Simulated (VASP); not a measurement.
A run of VASP 6.6.1:

INCAR

```
PREC = Accurate
ENCUT = 520
EDIFF = 1E-7
ISMEAR = 0
SIGMA = 0.1
LREAL = F
LASPH = T
NELM = 80
ALGO = Normal
ISIF = 2
LWAVE = F
LCHARG = F
GGA = PE
NBANDS = 36
```

KPOINTS

```
regular mesh
0
Gamma
  12 12 4
```

POSCAR

```
Na3Nb2O
1.0
    3.1403748368      0.0000000000      0.0000000000
    0.0000000000      3.1403748368      0.0000000000
    0.0000000000      0.0000000000     11.7118622245
Na Nb O
3 2 1
Direct
    0.5000000000      0.0000000000      0.9692966485
    0.0000000000      0.5000000000      0.9692966485
    0.0000000000      0.0000000000      0.4289917932
    0.5000000000      0.5000000000      0.2125926438
    0.0000000000      0.0000000000      0.7224095890
    0.5000000000      0.5000000000      0.6974127070
```

Potentials or basis: VASP PAW PBE potentials, release 64 (Na_pv, Nb_sv, O).

Command:

```bash
$ cat potpaw_PBE.64/Na_pv/POTCAR potpaw_PBE.64/Nb_sv/POTCAR potpaw_PBE.64/O/POTCAR > POTCAR
$ mpirun -np 1 vasp_std > vasp.out
```

Hardware: 1 thread of Intel(R) Xeon(R) Platinum 8259CL CPU @ 2.50GHz (Skylake/Cascade Lake) (shared host).

Question: How long does it take, and how much memory?

Answer: It took 5 min on 1 thread of Intel(R) Xeon(R) Platinum 8259CL CPU @ 2.50GHz (Skylake/Cascade Lake), with other jobs on the host, peak memory 0.41 GiB. Counts: scf iterations 17, k points 84.
